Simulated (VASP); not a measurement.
# Bi2Te3 (R3m) in VASP: notebook, part 2 of 2

VASP 6.6.1. The steps go on from the part before.

**3. Single point, PBE (equal xx and yy strain of -3 %)**

INCAR

```
SYSTEM = Bi2Te3
PREC = Accurate
ENCUT = 520
EDIFF = 1E-7
ISMEAR = -1
SIGMA = 0.08
LREAL = .FALSE.
LASPH = .TRUE.
NELM = 100
ALGO = Normal
ISIF = 2
LWAVE = .FALSE.
LCHARG = .FALSE.
GGA = PE
NBANDS = 32
```

KPOINTS

```
Automatic mesh
0
G
  8 8 8
  0 0 0
```

POSCAR

```
Bi2Te3
1.0
    2.1422462163      1.2368264296      9.9466700000
   -2.1422462163      1.2368264296      9.9466700000
    0.0000000000     -2.4736528593      9.9466700000
Bi Te
2 3
Direct
    0.8120000000      0.8120000000      0.8120000000
    0.4020000000      0.4020000000      0.4020000000
    0.6110000000      0.6110000000      0.6110000000
    0.2000000000      0.2000000000      0.2000000000
    0.0000000000      0.0000000000      0.0000000000
```

Potentials or basis: VASP PAW PBE potentials, release 64 (Bi_d, Te).

Run with:

```sh
> cat potpaw_PBE.64/Bi_d/POTCAR potpaw_PBE.64/Te/POTCAR > POTCAR
> mpirun -np 1 vasp_std > vasp.out
```

OUTCAR:

```text
SYSTEM = Bi2Te3
   PREC = Accurate
   ENCUT = 520
   EDIFF = 1E-7
   ISMEAR = -1
   LREAL = .FALSE.
   LASPH = .TRUE.
   NELM = 100
   ISIF = 2
   GGA = PE

 ion  position               nearest neighbor table
   1  0.812  0.812  0.812-   4 2.96   4 2.96   4 2.96   2 3.37   2 3.37   2 3.37
   2  0.402  0.402  0.402-   5 3.21   5 3.21   5 3.21   1 3.37   1 3.37   1 3.37
   3  0.611  0.611  0.611-   5 2.98   5 2.98   5 2.98   4 3.39   4 3.39   4 3.39
   4  0.200  0.200  0.200-   1 2.96   1 2.96   1 2.96   3 3.39   3 3.39   3 3.39
   5  0.000  0.000  0.000-   3 2.98   3 2.98   3 2.98   2 3.21   2 3.21   2 3.21

  LATTYP: Found a trigonal (rhomboedric) cell.
 ALAT       =    10.2496440210
 COS(alpha) =     0.9126322402

  Lattice vectors:

 A1 = (   2.1422462163,   1.2368264296,   9.9466700000)
 A2 = (  -2.1422462163,   1.2368264296,   9.9466700000)
 A3 = (   0.0000000000,  -2.4736528593,   9.9466700000)

Analysis of symmetry for initial positions (statically):
=====================================================================
[... 177 lines left out ...]

 E-fermi :   7.2640     XC(G=0):  -9.6793

 val. band max:        7.2588066722   @ k =  -0.1250   0.1250   0.0000
 cond. band min:       7.2747073940   @ k =   0.5000   0.2500   0.2500
 fundamental gap:      0.0159007217
 Fermi energy:         7.2639667991

 k-point     1 :       0.0000    0.0000    0.0000
  band No.  band energies     occupation
      1     -16.0075      2.00000
      2     -16.0075      2.00000
      3     -15.9737      2.00000
      4     -15.9737      2.00000
      5     -15.9715      2.00000
      6     -15.3549      2.00000
[... 829 lines left out ...]
     31      11.0631      0.00000
     32      12.1472      0.00000

 [... further k-points ...]

------------------------ aborting loop because EDIFF is reached ----------------------------------------

  FORCE on cell =-STRESS in cart. coord.  units (eV):
  Direction    XX          YY          ZZ          XY          YZ          ZX
  --------------------------------------------------------------------------------------
  -------------------------------------------------------------------------------------
  Total        5.7031855      5.7031855      4.2410322      0.0000000     -0.0000000      0.0000000
  in kB       57.7857799     57.7857799     42.9709591      0.0000000     -0.0000000      0.0000000
  external PRESSURE =      52.8475063 kB  Pullay stress =       0.0000000 kB

 VOLUME and BASIS-vectors are now :
 -----------------------------------------------------------------------------
  energy-cutoff  :      520.00
  volume of cell :      158.13
      direct lattice vectors                 reciprocal lattice vectors
     2.142246216  1.236826430  9.946670000     0.233399875  0.134753481  0.033512053
    -2.142246216  1.236826430  9.946670000    -0.233399875  0.134753481  0.033512053
     0.000000000 -2.473652859  9.946670000     0.000000000 -0.269506962  0.033512053

 POSITION                                       TOTAL-FORCE (eV/Angst)
 -----------------------------------------------------------------------------------
      0.00000     -0.00000     24.23009         0.000000      0.000000     -1.232929
      0.00000     -0.00000     11.99568         0.000000      0.000000     -0.436986
      0.00000     -0.00000     18.23225         0.000000      0.000000     -1.037154
      0.00000     -0.00000      5.96800         0.000000     -0.000000      1.212662
      0.00000      0.00000      0.00000         0.000000     -0.000000      1.494407
 -----------------------------------------------------------------------------------
    total drift:                               -0.000000     -0.000000     -0.000126

  FREE ENERGIE OF THE ION-ELECTRON SYSTEM (eV)
  ---------------------------------------------------
  free  energy   TOTEN  =       -16.6842730902 eV

  energy  without entropy=      -16.6530304549  energy(sigma->0) =      -16.66865177
```

OSZICAR:

```text
N       E                     dE             d eps       ncg     rms          rms(c)
DAV:   1     0.442552506380E+03    0.44255E+03   -0.21823E+04  4160   0.148E+03
DAV:   2     0.301469938957E+02   -0.41241E+03   -0.39712E+03  4296   0.388E+02
DAV:   3    -0.147214085548E+02   -0.44868E+02   -0.42926E+02  5312   0.139E+02
DAV:   4    -0.166482901216E+02   -0.19269E+01   -0.19112E+01  4696   0.304E+01
DAV:   5    -0.167352408716E+02   -0.86951E-01   -0.86930E-01  6112   0.650E+00    0.146E+01
DAV:   6    -0.166785432712E+02    0.56698E-01   -0.86679E-02  4960   0.576E+00    0.929E+00
DAV:   7    -0.166878689166E+02   -0.93256E-02   -0.82208E-02  5160   0.198E+00    0.616E-01
DAV:   8    -0.166844574407E+02    0.34115E-02   -0.10936E-02  4816   0.890E-01    0.517E-01
DAV:   9    -0.166842587884E+02    0.19865E-03   -0.24137E-03  4712   0.318E-01    0.312E-01
DAV:  10    -0.166842644898E+02   -0.57014E-05   -0.57491E-04  5288   0.187E-01    0.746E-02
DAV:  11    -0.166842720049E+02   -0.75151E-05   -0.65882E-05  5424   0.508E-02    0.168E-02
DAV:  12    -0.166842726811E+02   -0.67623E-06   -0.56322E-06  4968   0.164E-02    0.132E-02
DAV:  13    -0.166842730837E+02   -0.40257E-06   -0.37761E-06  4432   0.119E-02    0.299E-03
DAV:  14    -0.166842730902E+02   -0.64829E-08   -0.45375E-07  4432   0.350E-03
   1 F= -.16684273E+02 E0= -.16668652E+02  d E =-.312426E-01
```

stdout:

```text
POSCAR found type information on POSCAR BiTe
 POSCAR found :  2 types and       5 ions
 scaLAPACK will be used
 LDA part: xc-table for (Slater+PW92), standard interpolation
 POSCAR, INCAR and KPOINTS ok, starting setup
 FFT: planning ... GRIDC
 FFT: planning ... GRID_SOFT
 FFT: planning ... GRID
 WAVECAR not read
 entering main loop
```

Run time: 50 min. Hardware: 1 thread of Oxide Virtual Turin-like, shared host; peak memory 0.99 GiB.

Results:

```yaml
Free_energy: -16.6843 eV
Pressure: 5.3 GPa
Largest_force: 1.494 eV/Å
Band_gap_on_the_k_mesh: zero (bands 24 and 25 overlap by 0.15 eV)
```

Forces on the atoms (eV/Å):
```
Bi   0.000  0.000 -1.233
Bi   0.000  0.000 -0.437
Te   0.000  0.000 -1.037
Te   0.000  0.000  1.213
Te   0.000  0.000  1.494
```

Stress tensor (GPa, compression positive):
```
5.78 0.00 0.00
0.00 5.78 0.00
0.00 0.00 4.30
```

Levels at points of the mesh, in eV from the Fermi level:
| k point | band 22 | band 23 | band 24 | band 25 | band 26 | band 27 |
| --- | --- | --- | --- | --- | --- | --- |
| (0.00, 0.00, 0.00) | -0.46 | -0.46 | -0.34 | 0.05 | 0.35 | 0.35 |
| (0.50, 0.00, 0.00) | -2.52 | -0.38 | -0.29 | -0.16 | 0.43 | 2.44 |
| (0.50, 0.50, 0.00) | -1.97 | -1.15 | -0.76 | 0.14 | 1.05 | 1.80 |
| (0.50, 0.50, 0.50) | -0.81 | -0.69 | -0.69 | 0.51 | 0.91 | 0.91 |

Caveat: the cell differs from its parent crystal (equal xx and yy strain of -3 %); the cell stands under pressure; spin-orbit coupling is left out, which moves the levels of the heavy elements; forces of over 1 eV/Å act on the atoms, so gaps and moduli don't describe the material at rest.
